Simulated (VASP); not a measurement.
Wanted: the native input for a VASP 6.6.1 run.

- Task: single point
- Functional: PBE
- Potentials or basis: VASP PAW PBE potentials, release 64 (In_d, P)
- Cutoff: 520 eV
- k mesh: 10 × 10 × 10
- Occupations: gaussian, width 0.05 eV
- Spin: no spin polarisation
- Dipole correction: no
- Further INCAR settings: ALGO = Normal; EDIFF = 1e-07; NBANDS = 16

The structure of InP lies in POSCAR:

```
InP
1.0
    0.0000000000      2.8906331776      3.0247347168
    2.8906331776      0.0000000000      3.0247347168
    2.8906331776      2.8906331776      0.0000000000
In P
1 1
Direct
    0.0000000000      0.0000000000      0.0000000000
    0.7500000000      0.7500000000      0.7500000000
```

This cell differs from its parent crystal: strain -0.030 along x and y, +0.015 along z.

One way to write it, as run:

INCAR

```
ALGO = Normal
EDIFF = 1E-7
ENCUT = 520
GGA = PE
ISIF = 2
ISMEAR = 0
LASPH = T
LCHARG = F
LREAL = F
LWAVE = F
NBANDS = 16
NELM = 100
PREC = Accurate
SIGMA = 0.05
```

KPOINTS

```
k-points
0
Gamma
  10 10 10
```

Potentials or basis: VASP PAW PBE potentials, release 64 (In_d, P).

The run is started by

```console
$ cat potpaw_PBE.64/In_d/POTCAR potpaw_PBE.64/P/POTCAR > POTCAR
$ mpirun -np 1 vasp_std > vasp.out
```

Results of the run:

```json
{
  "Pressure": "2.9 GPa",
  "Band gap on the k mesh": "0.60 eV, direct"
}
```

Caveat: the cell differs from its parent crystal (strain -0.030 along x and y, +0.015 along z); spin-orbit coupling is left out, which moves the levels of the heavy elements.

It took 2.3 min on 1 thread of AMD EPYC 7R13, with other jobs on the host, peak memory 0.2 GiB.
